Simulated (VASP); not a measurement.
Al: single point with PBEsol

Crystal: Al.

```xyz
2
Lattice="0.0000 2.9569 2.9569 2.9569 0.0000 2.9569 2.9569 2.9569 0.0000" Properties=species:S:1:pos:R:3 pbc="T T T"
Al    0.7392    0.7392    0.7392
Al    5.1746    5.1746    5.1746
```

This cell differs from its parent crystal: volume scaled by 0.96.

```json
{
 "Program": "VASP 6.6.1",
 "Task": "single point",
 "Functional": "PBEsol",
 "Potentials or basis": "VASP PAW PBE potentials, release 64 (Al)",
 "Cutoff": "520 eV",
 "k mesh": "10 × 10 × 10",
 "Occupations": "fermi-dirac, width 0.1 eV",
 "Spin": "no spin polarisation"
}
```

```
Pressure               : 1.8 GPa
Band gap on the k mesh : zero (band 3 reaches 5.41 eV, above the bottom of band 4 at 1.72 eV)
```

Levels at points of the mesh, in eV from the Fermi level:
```tsv
k point	band 1	band 2	band 3	band 4	band 5	band 6	band 7
(0.00, 0.00, 0.00)	-8.14	2.24	2.24	2.24	4.07	4.07	4.07
(0.50, 0.00, 0.00)	-5.97	-4.03	1.17	1.17	3.47	4.43	4.43
(0.50, 0.50, 0.00)	-4.43	-4.43	-0.42	-0.42	2.04	2.04	11.00
```

Wall time 12 s on 1 thread of Intel(R) Xeon(R) Platinum 8488C (Sapphire Rapids), with other jobs on the host, peak memory 0.17 GiB.

Caveat: the PAW data sets were made with another functional, which shifts forces and pressure a little.
